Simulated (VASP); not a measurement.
# Te (R-3m) in VASP: notebook

Te is run at these levels: LDA; tasks: single point, relaxation of cell and atoms.

Program: VASP 6.6.1. These are calculated values, not measurements. Logs are shortened: lines on timing, memory, paths and dates and some standing lists are left out, and cuts for length are marked.

### 1 The cell of the first run

The typed cell holds 2 atoms: a = 4.312 Å, b = 4.312 Å, c = 4.312 Å, α = 33.58°, β = 33.58°, γ = 33.58°.

### 2 Single point, LDA

The input, INCAR:

```
  ALGO = Normal
  EDIFF = 1E-6
  ENCUT = 520
  GGA = CA
  ISIF = 2
  ISMEAR = -1
  LASPH = T
  LCHARG = F
  LREAL = F
  LWAVE = F
  NBANDS = 13
  NELM = 80
  PREC = Accurate
  SIGMA = 0.05
```

The input, KPOINTS:

```
k-points
0
Gamma
  14 14 14
```

The input, POSCAR:

```
Te
1.0
    1.2456394393     -0.7191702656      4.0648537568
    0.0000000000      1.4383405312      4.0648537568
   -1.2456394393     -0.7191702656      4.0648537568
Te
2
Direct
    0.2500000714      0.2500000714      0.2500000714
   -0.2500000714     -0.2500000714     -0.2500000714
```

Potentials or basis: VASP PAW LDA potentials, release 64 (Te).

The run is started by

```console
$ cat potpaw_LDA.64/Te/POTCAR > POTCAR
$ mpirun -np 1 vasp_std > vasp.out
```

OUTCAR:

```text
EDIFF = 1E-6
   ENCUT = 520
   GGA = CA
   ISIF = 2
   ISMEAR = -1
   LASPH = T
   LREAL = F
   NELM = 80
   PREC = Accurate

 ion  position               nearest neighbor table
   1  0.250  0.250  0.250-   2 2.49   2 2.49   2 2.49   2 2.49   2 2.49   2 2.49   2 3.52   2 3.52
                             2 3.52
   2  0.750  0.750  0.750-   1 2.49   1 2.49   1 2.49   1 2.49   1 2.49   1 2.49   1 3.52   1 3.52
                             1 3.52

  LATTYP: Found a trigonal (rhomboedric) cell.
 ALAT       =     4.3118278662
 COS(alpha) =     0.8330863453

  Lattice vectors:

 A1 = (   1.2456394393,  -0.7191702656,   4.0648537568)
 A2 = (   0.0000000000,   1.4383405312,   4.0648537568)
 A3 = (  -1.2456394393,  -0.7191702656,   4.0648537568)

Analysis of symmetry for initial positions (statically):
=====================================================================
 Subroutine PRICEL returns following result:

  LATTYP: Found a trigonal (rhomboedric) cell.
 ALAT       =     2.4898975035
 COS(alpha) =     0.4994444827

  Lattice vectors:

 A1 = (   1.2456394393,   0.7191702656,   2.0324286198)
 A2 = (  -1.2456394393,   0.7191702656,   2.0324251370)
 A3 = (   0.0000000000,  -1.4383405312,   2.0324286198)

   2 primitive cells build up your supercell.

 Routine SETGRP: Setting up the symmetry group for a
 trigonal (rhombohedral) supercell.

 Subroutine GETGRP returns: Found 12 space group operations
 (whereof 12 operations were pure point group operations)
 out of a pool of 12 trial point group operations.

The static configuration has the point symmetry D_3d.

Analysis of symmetry for dynamics (positions and initial velocities):
=====================================================================
 Subroutine PRICEL returns following result:

  LATTYP: Found a trigonal (rhomboedric) cell.
 ALAT       =     2.4898975035
 COS(alpha) =     0.4994444827

  Lattice vectors:

 A1 = (   1.2456394393,   0.7191702656,   2.0324286198)
 A2 = (  -1.2456394393,   0.7191702656,   2.0324251370)
 A3 = (   0.0000000000,  -1.4383405312,   2.0324286198)

   2 primitive cells build up your supercell.

 Routine SETGRP: Setting up the symmetry group for a
 trigonal (rhombohedral) supercell.

 Subroutine GETGRP returns: Found 12 space group operations
 (whereof 12 operations were pure point group operations)
 out of a pool of 12 trial point group operations.

The dynamic configuration has the point symmetry D_3d.

 Subroutine INISYM returns: Found 12 space group operations
 (whereof 12 operations are pure point group operations),
 and found     2 'primitive' translations

----------------------------------------------------------------------------------------

                                     Primitive cell

  volume of cell :      10.9242

  direct lattice vectors                    reciprocal lattice vectors
     1.245639439  0.719170266  2.032428620     0.401400035  0.231748683  0.164007494
    -1.245639439  0.719170266  2.032425137    -0.401400493  0.231748683  0.164007494
     0.000000000 -1.438340531  2.032428620    -0.000000229 -0.463496969  0.164007494

  length of vectors
     2.489897504  2.489894661  2.489897504     0.491658314  0.491658689  0.491658314

  position of ions in fractional coordinates (direct lattice)
     0.500000000  0.500000000  0.500000000

  ion indices of the primitive-cell ions
   primitive index   ion index
                 1           1

----------------------------------------------------------------------------------------

 KPOINTS: k-points

Automatic generation of k-mesh.
 Grid dimensions read from file:
 generate k-points for:   14   14   14

 Generating k-lattice:

  Cartesian coordinates                     Fractional coordinates (reciprocal lattice)
     0.028671447 -0.016553468  0.005857412     0.071428571  0.000000000  0.000000000
     0.000000000  0.033106936  0.005857412     0.000000000  0.071428571  0.000000000
    -0.028671447 -0.016553468  0.005857412     0.000000000  0.000000000  0.071428571

  Length of vectors
     0.033621102  0.033621102  0.033621102

  Shift w.r.t. Gamma in fractional coordinates (k-lattice)
     0.000000000  0.000000000  0.000000000

 Subroutine IBZKPT returns following result:
 ===========================================

 Found    288 irreducible k-points:

 Following reciprocal coordinates:
            Coordinates               Weight
  0.000000  0.000000  0.000000      1.000000
  0.071429  0.000000  0.000000      6.000000
  0.142857  0.000000  0.000000      6.000000
  0.214286  0.000000  0.000000      6.000000
  0.285714  0.000000  0.000000      6.000000
  0.357143  0.000000  0.000000      6.000000
[... 16 lines left out ...]
  0.214286  0.142857  0.000000     12.000000
  0.285714  0.142857  0.000000     12.000000
 [... further k-points ...]
   k-points           NKPTS =    288   k-points in BZ     NKDIM =    288   number of bands    NBANDS=     13
   number of dos      NEDOS =    301   number of ions     NIONS =      2
   total plane-waves  NPLWV =  32768
   dimension x,y,z NGX =    32 NGY =   32 NGZ =   32
   dimension x,y,z NGXF=    64 NGYF=   64 NGZF=   64
   ions per type =               2
   NGX,Y,Z   is equivalent  to a cutoff of  12.34, 12.34, 12.34 a.u.
   NGXF,Y,Z  is equivalent  to a cutoff of  24.68, 24.68, 24.68 a.u.
 SYSTEM =  unknown system
   PREC   = accura    normal or accurate (medium, high low for compatibility)
   ISTART =      0    job   : 0-new  1-cont  2-samecut
   ICHARG =      2    charge: 1-file 2-atom 10-const
   ISPIN  =      1    spin polarized calculation?
   LNONCOLLINEAR =      F non collinear calculations
   LSORBIT =      F    spin-orbit coupling
   LASPH  =      T    aspherical Exc in radial PAW
   ENCUT  =  520.0 eV  38.22 Ry    6.18 a.u.   8.02  8.02  8.02*2*pi/ulx,y,z
   NELM   =     80;   NELMIN=  2; NELMDL= -5     # of ELM steps
   EDIFF  = 0.1E-05   stopping-criterion for ELM
   LREAL  =      F    real-space projection
   EDIFFG = 0.1E-04   stopping-criterion for IOM
   NSW    =      0    number of steps for IOM
   IBRION =     -1    ionic relax: 0-MD 1-quasi-New 2-CG
   NFREE  =      0    steps in history (QN), initial steepest desc. (CG)
   ISIF   =      2    stress and relaxation
   ISYM   =      2    0-nonsym 1-usesym 2-fastsym
   POTIM  = 0.5000    time-step for ionic-motion
   TEBEG  =    0.0;   TEEND  =   0.0 temperature during run
   PSTRESS=    0.0 pullay stress
   NELECT =      12.0000    total number of electrons
   NUPDOWN=      -1.0000    fix difference up-down
   EMIN   =  10.00;   EMAX   =-10.00  energy-range for DOS
   EFERMI =   0.00;   METHOD = LEGACY
   ISMEAR =    -1;   SIGMA  =   0.05  broadening in eV -4-tet -1-fermi 0-gaus
   EFERMI_NEDOS =   21; number of points for ismear=-14 and -15
   IALGO  =     38    algorithm
   IMIX   =      4    mixing-type and parameters
     AMIX     =   0.40;   BMIX     =  1.00
     AMIX_MAG =   1.60;   BMIX_MAG =  1.00
  volume/ion in A,a.u.               =      10.92        73.72
  Fermi-wavevector in a.u.,A,eV,Ry     =   1.340690  2.533537 24.455802  1.797451
  Thomas-Fermi vector in A             =   2.468983
   LORBIT       =      0    0 simple, 1 ext, 2 COOP (PROOUT), +10 PAW based schemes
   GGA     = CA    functional components
   LHFCALC =     F    Hartree Fock is set to
   AEXX    =    0.0000 exact exchange contribution
   IVDW    =     0    specifies the selected vdW correction
   LEPSILON=     F    determine dielectric tensor
   LRPA    =     F    only Hartree local field effects (RPA)
 non-spin polarized calculation
  energy-cutoff  :      520.00
  volume of cell :       21.85
 maximum number of plane-waves:       604
   NGX = 15   NGY = 15   NGZ = 15

 number of electron      12.0000001 magnetization

 Free energy of the ion-electron system (eV)
  ---------------------------------------------------
  ext. energy  EPLUGINS =         0.00000000
  ---------------------------------------------------
  free energy    TOTEN  =        12.59097177 eV

  energy without entropy =       12.59921376  energy(sigma->0) =       12.59509276

 E-fermi :  28.1926     XC(G=0): -14.8356

 val. band max:       28.1787032308   @ k =  -0.3571   0.2857   0.0714
 cond. band min:      28.1948947093   @ k =   0.5000   0.4286   0.2857
 fundamental gap:      0.0161914785
 Fermi energy:        28.1925691621

 k-point     1 :       0.0000    0.0000    0.0000
  band No.  band energies     occupation
      1       1.6449      2.00000
      2      11.9444      2.00000
      3      12.3436      2.00000
      4      34.1088      0.00000
      5      34.1459      0.00000
      6      34.1459      0.00000
      7      34.4416      0.00000
      8      38.0125      0.00000
      9      38.0125      0.00000
     10      38.0574      0.00000
     11      38.6155      0.00000
     12      38.6155      0.00000
     13      40.4103      0.00000

 k-point     2 :       0.0714    0.0000    0.0000
  band No.  band energies     occupation
      1       1.8363      2.00000
      2      11.8046      2.00000
      3      12.8613      2.00000
      4      32.0502      0.00000
      5      33.5022      0.00000
      6      34.0083      0.00000
      7      34.0091      0.00000
      8      36.3835      0.00000
      9      36.8925      0.00000
     10      37.9799      0.00000
     11      39.3552      0.00000
     12      39.9958      0.00000
     13      40.7227      0.00000

 k-point     3 :       0.1429    0.0000    0.0000
  band No.  band energies     occupation
      1       2.4121      2.00000
      2      11.8979      2.00000
      3      13.8991      2.00000
      4      28.4820      0.00611
      5      32.0334      0.00000
      6      32.2279      0.00000
      7      33.7325      0.00000
      8      34.9065      0.00000
      9      35.0674      0.00000
     10      38.0027      0.00000
     11      40.9076      0.00000
     12      40.9637      0.00000
     13      41.8442      0.00000
[... 305 lines left out ...]
 k-point    23 :       0.2143    0.1429    0.0000
  band No.  band energies     occupation
      1       3.0971      2.00000
      2      11.0765      2.00000
      3      16.0259      2.00000
      4      27.8331      1.99849
      5      28.6087      0.00049
      6      28.8425      0.00000
      7      33.5052      0.00000
      8      34.8506      0.00000
      9      36.0580      0.00000
     10      38.7045      0.00000
     11      39.9006      0.00000
     12      40.8746      0.00000
     13      42.2895      0.00000

 k-point    24 :       0.2857    0.1429    0.0000
  band No.  band energies     occupation
      1       4.1009      2.00000
      2      11.5692      2.00000
      3      17.4483      2.00000
      4      24.7406      2.00000
      5      26.8452      2.00000
      6      27.1627      2.00000
      7      30.4599      0.00000
      8      36.0615      0.00000
      9      36.9291      0.00000
     10      36.9453      0.00000
     11      39.9233      0.00000
     12      40.0308      0.00000
     13      41.6758      0.00000

 [... further k-points ...]
[... 5 lines left out ...]
  --------------------------------------------------------------------------------------
  -------------------------------------------------------------------------------------
  Total       63.2794922     63.2794922     63.2973299      0.0000000      0.0000000      0.0000000
  in kB     4640.3775661   4640.3775662   4641.6856354      0.0000000      0.0000000      0.0000000
  external PRESSURE =    4640.8135893 kB  Pullay stress =       0.0000000 kB

 VOLUME and BASIS-vectors are now :
 -----------------------------------------------------------------------------
  energy-cutoff  :      520.00
  volume of cell :       21.85
      direct lattice vectors                 reciprocal lattice vectors
     1.245639439 -0.719170266  4.064853757     0.401400264 -0.231748551  0.082003770
     0.000000000  1.438340531  4.064853757     0.000000000  0.463497101  0.082003770
    -1.245639439 -0.719170266  4.064853757    -0.401400264 -0.231748551  0.082003770

 POSITION                                       TOTAL-FORCE (eV/Angst)
 -----------------------------------------------------------------------------------
      0.00000      0.00000      3.04864         0.000000      0.000000      0.000000
      0.00000      0.00000      9.14592         0.000000      0.000000      0.000000
 -----------------------------------------------------------------------------------
    total drift:                                0.000000     -0.000000     -0.000000

  FREE ENERGIE OF THE ION-ELECTRON SYSTEM (eV)
  ---------------------------------------------------
  free  energy   TOTEN  =        12.5909717682 eV

  energy  without entropy=       12.5992137550  energy(sigma->0) =       12.59509276
```

It took 85 s on 1 thread of Intel Xeon 6975P-C (Granite Rapids), shared host; peak memory 0.21 GiB.

Results:

* Free energy: 12.5910 eV
* Pressure: 464.1 GPa
* Band gap on the k mesh: zero (band 6 reaches 35.36 eV, above the bottom of band 7 at 21.90 eV)

Caveat: spin-orbit coupling is left out, which moves the levels of the heavy elements.

(Continued in part 2 of 2.)
